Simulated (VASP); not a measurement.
Write the native input for VASP 6.6.1 that does the following.

* Task: single point
* Functional: LDA
* Potentials or basis: VASP PAW LDA potentials, release 64 (Cd)
* Cutoff: 520 eV
* k mesh: 17 × 17 × 17
* Occupations: fermi-dirac, width 0.08 eV
* Spin: no spin polarisation
* Dipole correction: no
* Further INCAR settings: ALGO = Normal; EDIFF = 1e-06; NBANDS = 12

The structure of Cd lies in POSCAR:

```
Cd
1.0
    0.0000000000      1.9810525333      1.9810525333
    1.9810525333      0.0000000000      1.9810525333
    1.9810525333      1.9810525333      0.0000000000
Cd
1
Direct
    0.0000000000      0.0000000000      0.0000000000
```

This isn't the form of Cd at room conditions, which is hcp.

One way to write it, as run:

INCAR

```
PREC = Accurate
ENCUT = 520
EDIFF = 1E-6
ISMEAR = -1
SIGMA = 0.08
LREAL = False
LASPH = True
NELM = 60
ALGO = Normal
ISIF = 2
LWAVE = False
LCHARG = False
GGA = CA
NBANDS = 12
```

KPOINTS

```
regular mesh
0
Gamma
  17 17 17
```

Potentials or basis: VASP PAW LDA potentials, release 64 (Cd).

Command:

```console
$ cat potpaw_LDA.64/Cd/POTCAR > POTCAR
$ mpirun -np 1 vasp_std > vasp.out
```

Results of the run:

```json
{
 "Pressure": "37.1 GPa",
 "Band gap on the k mesh": "zero (bands 6 and 7 overlap by 1.93 eV)"
}
```

Caveat: the cell stands under pressure.

Run time: 15 s on 1 thread of AMD EPYC 9R45 96-Core Processor (Zen 5), with other jobs on the host, peak memory 0.12 GiB.
